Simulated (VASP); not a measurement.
# Pt (Fmmm) in VASP: notebook

The runs below take Pt through single point, with LDA.

Program: VASP 6.6.1. These are calculated values, not measurements. Logs are shortened: lines on timing, memory, paths and dates and some standing lists are left out, and cuts for length are marked.

## Step 1: The cell of the first run

It takes space group Fmmm (No. 69, orthorhombic). The conventional cell has a = 3.689 Å, b = 3.894 Å, c = 4.108 Å, α = 90.00°, β = 90.00°, γ = 90.00°. Pt (site symmetry mmm) has 12 Pt at 2.68 to 2.83 Å within 3.5 Å.

## Step 2: Single point, LDA (normal strain along x +0.0550, normal strain along z -0.0525)

INCAR reads:

```
SYSTEM = Pt
  PREC = Accurate
  ENCUT = 520
  EDIFF = 1E-6
  ISMEAR = 0
  SIGMA = 0.15
  LREAL = .FALSE.
  LASPH = .TRUE.
  NELM = 60
  ALGO = Fast
  ISIF = 2
  LWAVE = .FALSE.
  LCHARG = .FALSE.
  GGA = CA
  NBANDS = 11
```

KPOINTS reads:

```
regular mesh
0
G
  20 20 20
  0 0 0
```

POSCAR reads:

```
Pt
1.0
    0.0000000000      1.9468328700      1.8446241443
    2.0539086778      0.0000000000      1.8446241443
    2.0539086778      1.9468328700      0.0000000000
Pt
1
Direct
    0.0000000000      0.0000000000      0.0000000000
```

Potentials or basis: VASP PAW LDA potentials, release 64 (Pt).

Run with:

```console
cat potpaw_LDA.64/Pt/POTCAR > POTCAR
mpirun -np 1 vasp_std > vasp.out
```

OUTCAR:

```text
SYSTEM = Pt
   PREC = Accurate
   ENCUT = 520
   EDIFF = 1E-6
   ISMEAR = 0
   LREAL = .FALSE.
   LASPH = .TRUE.
   NELM = 60
   ISIF = 2
   GGA = CA

 ion  position               nearest neighbor table
   1  0.000  0.000  0.000-

  LATTYP: Found a face centered orthorhombic cell.
 ALAT       =     3.6892482886
 B/A-ratio  =     1.0554089710
 C/A-ratio  =     1.1134564644

  Lattice vectors:

 A1 = (   2.0539086778,  -1.9468328700,   0.0000000000)
 A2 = (   2.0539086778,   0.0000000000,   1.8446241443)
 A3 = (   0.0000000000,  -1.9468328700,   1.8446241443)

Analysis of symmetry for initial positions (statically):
=====================================================================
 Subroutine PRICEL returns:
 Original cell was already a primitive cell.

 Routine SETGRP: Setting up the symmetry group for a
 face centered orthorhombic supercell.

 Subroutine GETGRP returns: Found  8 space group operations
 (whereof  8 operations were pure point group operations)
 out of a pool of  8 trial point group operations.

The static configuration has the point symmetry D_2h.

Analysis of symmetry for dynamics (positions and initial velocities):
=====================================================================
 Subroutine PRICEL returns:
 Original cell was already a primitive cell.

 Routine SETGRP: Setting up the symmetry group for a
 face centered orthorhombic supercell.

 Subroutine GETGRP returns: Found  8 space group operations
 (whereof  8 operations were pure point group operations)
 out of a pool of  8 trial point group operations.

The dynamic configuration has the point symmetry D_2h.

 Subroutine INISYM returns: Found  8 space group operations
 (whereof  8 operations are pure point group operations),
 and found     1 'primitive' translations

----------------------------------------------------------------------------------------

                                     Primitive cell

  volume of cell :      14.7519

  direct lattice vectors                    reciprocal lattice vectors
     0.000000000  1.946832870  1.844624144    -0.243438282  0.256827388  0.271057929
     2.053908678  0.000000000  1.844624144     0.243438282 -0.256827388  0.271057929
     2.053908678  1.946832870  0.000000000     0.243438282  0.256827388 -0.271057929

  length of vectors
     2.681938936  2.760648310  2.829964502     0.445752067  0.445752067  0.445752067

  position of ions in fractional coordinates (direct lattice)
     0.000000000  0.000000000  0.000000000

  ion indices of the primitive-cell ions
   primitive index   ion index
                 1           1

----------------------------------------------------------------------------------------

 KPOINTS: regular mesh

Automatic generation of k-mesh.
 Grid dimensions read from file:
 generate k-points for:   20   20   20

 Generating k-lattice:

  Cartesian coordinates                     Fractional coordinates (reciprocal lattice)
    -0.012171914  0.012841369  0.013552896     0.050000000  0.000000000 -0.000000000
     0.012171914 -0.012841369  0.013552896     0.000000000  0.050000000  0.000000000
     0.012171914  0.012841369 -0.013552896    -0.000000000  0.000000000  0.050000000

  Length of vectors
     0.022287603  0.022287603  0.022287603

  Shift w.r.t. Gamma in fractional coordinates (k-lattice)
     0.000000000  0.000000000  0.000000000

 Subroutine IBZKPT returns following result:
 ===========================================

 Found   1166 irreducible k-points:

 Following reciprocal coordinates:
            Coordinates               Weight
  0.000000  0.000000  0.000000      1.000000
  0.050000 -0.000000 -0.000000      8.000000
  0.100000 -0.000000 -0.000000      8.000000
  0.150000 -0.000000 -0.000000      8.000000
  0.200000 -0.000000 -0.000000      8.000000
  0.250000 -0.000000 -0.000000      8.000000
[... 16 lines left out ...]
 -0.400000  0.050000  0.000000      8.000000
 -0.350000  0.050000  0.000000      8.000000
 [... further k-points ...]
   k-points           NKPTS =   1166   k-points in BZ     NKDIM =   1166   number of bands    NBANDS=     11
   number of dos      NEDOS =    301   number of ions     NIONS =      1
   total plane-waves  NPLWV =  11520
   dimension x,y,z NGX =    20 NGY =   24 NGZ =   24
   dimension x,y,z NGXF=    40 NGYF=   48 NGZF=   48
   ions per type =               1
   NGX,Y,Z   is equivalent  to a cutoff of  12.40, 14.45, 14.10 a.u.
   NGXF,Y,Z  is equivalent  to a cutoff of  24.79, 28.91, 28.20 a.u.
 SYSTEM =  Pt
   PREC   = accura    normal or accurate (medium, high low for compatibility)
   ISTART =      0    job   : 0-new  1-cont  2-samecut
   ICHARG =      2    charge: 1-file 2-atom 10-const
   ISPIN  =      1    spin polarized calculation?
   LNONCOLLINEAR =      F non collinear calculations
   LSORBIT =      F    spin-orbit coupling
   LASPH  =      T    aspherical Exc in radial PAW
   ENCUT  =  520.0 eV  38.22 Ry    6.18 a.u.   4.99  5.13  5.26*2*pi/ulx,y,z
   NELM   =     60;   NELMIN=  2; NELMDL= -5     # of ELM steps
   EDIFF  = 0.1E-05   stopping-criterion for ELM
   LREAL  =      F    real-space projection
   EDIFFG = 0.1E-04   stopping-criterion for IOM
   NSW    =      0    number of steps for IOM
   IBRION =     -1    ionic relax: 0-MD 1-quasi-New 2-CG
   NFREE  =      0    steps in history (QN), initial steepest desc. (CG)
   ISIF   =      2    stress and relaxation
   ISYM   =      2    0-nonsym 1-usesym 2-fastsym
   POTIM  = 0.5000    time-step for ionic-motion
   TEBEG  =    0.0;   TEEND  =   0.0 temperature during run
   PSTRESS=    0.0 pullay stress
   NELECT =      10.0000    total number of electrons
   NUPDOWN=      -1.0000    fix difference up-down
   EMIN   =  10.00;   EMAX   =-10.00  energy-range for DOS
   EFERMI =   0.00;   METHOD = LEGACY
   ISMEAR =     0;   SIGMA  =   0.15  broadening in eV -4-tet -1-fermi 0-gaus
   EFERMI_NEDOS =   21; number of points for ismear=-14 and -15
   IALGO  =     68    algorithm
   IMIX   =      4    mixing-type and parameters
     AMIX     =   0.40;   BMIX     =  1.00
     AMIX_MAG =   1.60;   BMIX_MAG =  1.00
  volume/ion in A,a.u.               =      14.75        99.55
  Fermi-wavevector in a.u.,A,eV,Ry     =   1.438111  2.717635 28.139051  2.068162
  Thomas-Fermi vector in A             =   2.557114
   LORBIT       =      0    0 simple, 1 ext, 2 COOP (PROOUT), +10 PAW based schemes
   GGA     = CA    functional components
   LHFCALC =     F    Hartree Fock is set to
   AEXX    =    0.0000 exact exchange contribution
   IVDW    =     0    specifies the selected vdW correction
   LEPSILON=     F    determine dielectric tensor
   LRPA    =     F    only Hartree local field effects (RPA)
 non-spin polarized calculation
 RMM-DIIS sequential band-by-band and
 Gauss-broadening in eV      SIGMA  =   0.15
  energy-cutoff  :      520.00
  volume of cell :       14.75
 maximum number of plane-waves:       418
   NGX =  9   NGY = 11   NGZ = 11

 number of electron      10.0000000 magnetization

 Free energy of the ion-electron system (eV)
  ---------------------------------------------------
  ext. energy  EPLUGINS =         0.00000000
  ---------------------------------------------------
  free energy    TOTEN  =        -7.48755391 eV

  energy without entropy =       -7.46878812  energy(sigma->0) =       -7.47817101

 E-fermi :  11.5412     XC(G=0): -13.8133

 val. band max:       11.5405148774   @ k =   0.3500  -0.3000   0.2500
 cond. band min:      11.5451731599   @ k =   0.4000  -0.3000   0.1000
 fundamental gap:      0.0046582824
 Fermi energy:        11.5411624279

 k-point     1 :       0.0000    0.0000    0.0000
  band No.  band energies     occupation
      1       1.0814      2.00000
      2       6.9929      2.00000
      3       7.7163      2.00000
      4       8.3046      2.00000
      5       9.1720      2.00000
      6      10.5009      2.00000
      7      26.2778      0.00000
      8      29.8264      0.00000
      9      31.1186      0.00000
     10      32.7336      0.00000
     11      36.9288      0.00000

 k-point     2 :       0.0500   -0.0000   -0.0000
  band No.  band energies     occupation
      1       1.1852      2.00000
      2       7.0165      2.00000
      3       7.7244      2.00000
      4       8.3046      2.00000
      5       9.1635      2.00000
      6      10.4633      2.00000
      7      26.4411      0.00000
      8      29.8116      0.00000
      9      31.0363      0.00000
     10      32.5551      0.00000
     11      37.5886      0.00000

 k-point     3 :       0.1000   -0.0000   -0.0000
  band No.  band energies     occupation
      1       1.4889      2.00000
      2       7.0660      2.00000
      3       7.7297      2.00000
      4       8.3323      2.00000
      5       9.1622      2.00000
      6      10.3646      2.00000
      7      26.8929      0.00000
      8      29.2959      0.00000
      9      31.0790      0.00000
     10      32.7112      0.00000
     11      38.3653      0.00000

 k-point     4 :       0.1500   -0.0000   -0.0000
  band No.  band energies     occupation
      1       1.9661      2.00000
      2       7.0968      2.00000
      3       7.7049      2.00000
      4       8.4198      2.00000
      5       9.2356      2.00000
      6      10.2483      2.00000
      7      27.5020      0.00000
      8      28.0989      0.00000
      9      31.6812      0.00000
     10      33.3652      0.00000
     11      36.8397      0.00000

 k-point     5 :       0.2000   -0.0000   -0.0000
  band No.  band energies     occupation
      1       2.5609      2.00000
      2       7.1177      2.00000
      3       7.6382      2.00000
      4       8.5228      2.00000
      5       9.4615      2.00000
      6      10.1871      2.00000
      7      26.6630      0.00000
      8      27.9834      0.00000
      9      32.6109      0.00000
     10      34.2577      0.00000
     11      35.3581      0.00000
[... 211 lines left out ...]
 k-point    21 :       0.5000    0.0500   -0.0000
  band No.  band energies     occupation
      1       4.0801      2.00000
      2       7.0960      2.00000
      3       8.0572      2.00000
      4      10.2020      2.00000
      5      11.8497      0.00363
      6      12.2345      0.00000
      7      17.6727      0.00000
      8      25.7001      0.00000
      9      29.7776      0.00000
     10      31.4836      0.00000
     11      39.0649      0.00000

 k-point    22 :      -0.4500    0.0500    0.0000
  band No.  band energies     occupation
      1       4.0810      2.00000
      2       7.0996      2.00000
      3       8.0590      2.00000
      4      10.1800      2.00000
      5      11.7118      0.10762
      6      12.0655      0.00000
      7      17.9829      0.00000
      8      25.7487      0.00000
      9      30.1058      0.00000
     10      31.3567      0.00000
     11      39.0779      0.00000

 k-point    23 :      -0.4000    0.0500    0.0000
  band No.  band energies     occupation
      1       4.0780      2.00000
      2       7.1553      2.00000
      3       8.1189      2.00000
      4       9.5590      2.00000
      5      11.3423      1.93914
      6      11.6453      0.32632
      7      19.2937      0.00000
      8      26.0336      0.00000
      9      30.9143      0.00000
     10      31.6470      0.00000
     11      38.4140      0.00000

 k-point    24 :      -0.3500    0.0500    0.0000
  band No.  band energies     occupation
      1       4.0222      2.00000
      2       7.2589      2.00000
      3       8.2167      2.00000
      4       8.6269      2.00000
      5      10.8317      2.00000
      6      11.2766      1.98738
      7      21.0528      0.00000
      8      26.5431      0.00000
      9      31.8956      0.00000
     10      32.4886      0.00000
     11      37.2268      0.00000

 [... further k-points ...]
[... 5 lines left out ...]
  --------------------------------------------------------------------------------------
  -------------------------------------------------------------------------------------
  Total       -0.4337982      0.4022432      0.5985371      0.0000000      0.0000000      0.0000000
  in kB      -47.1140730     43.6869420     65.0060743      0.0000000      0.0000000      0.0000000
  external PRESSURE =      20.5263145 kB  Pullay stress =       0.0000000 kB

 VOLUME and BASIS-vectors are now :
 -----------------------------------------------------------------------------
  energy-cutoff  :      520.00
  volume of cell :       14.75
      direct lattice vectors                 reciprocal lattice vectors
     0.000000000  1.946832870  1.844624144    -0.243438282  0.256827388  0.271057929
     2.053908678  0.000000000  1.844624144     0.243438282 -0.256827388  0.271057929
     2.053908678  1.946832870  0.000000000     0.243438282  0.256827388 -0.271057929

 POSITION                                       TOTAL-FORCE (eV/Angst)
 -----------------------------------------------------------------------------------
      0.00000      0.00000      0.00000         0.000000      0.000000      0.000000
 -----------------------------------------------------------------------------------
    total drift:                                0.000000      0.000000     -0.000000

  FREE ENERGIE OF THE ION-ELECTRON SYSTEM (eV)
  ---------------------------------------------------
  free  energy   TOTEN  =        -7.4875539059 eV

  energy  without entropy=       -7.4687881187  energy(sigma->0) =       -7.47817101
```

Run time: 90 s. Hardware: 1 thread of Intel Xeon 6975P-C (Granite Rapids), shared host; peak memory 0.29 GiB.

Results:

```yaml
Free_energy: -7.4876 eV
Pressure: 2.1 GPa
Band_gap_on_the_k_mesh: zero (band 5 reaches 12.61 eV, above the bottom of band 6 at 9.82 eV)
```

Caveat: the cell differs from its parent crystal (normal strain along x +0.0550, normal strain along z -0.0525); spin-orbit coupling is left out, which moves the levels of the heavy elements.

(Continued in part 2 of 2.)
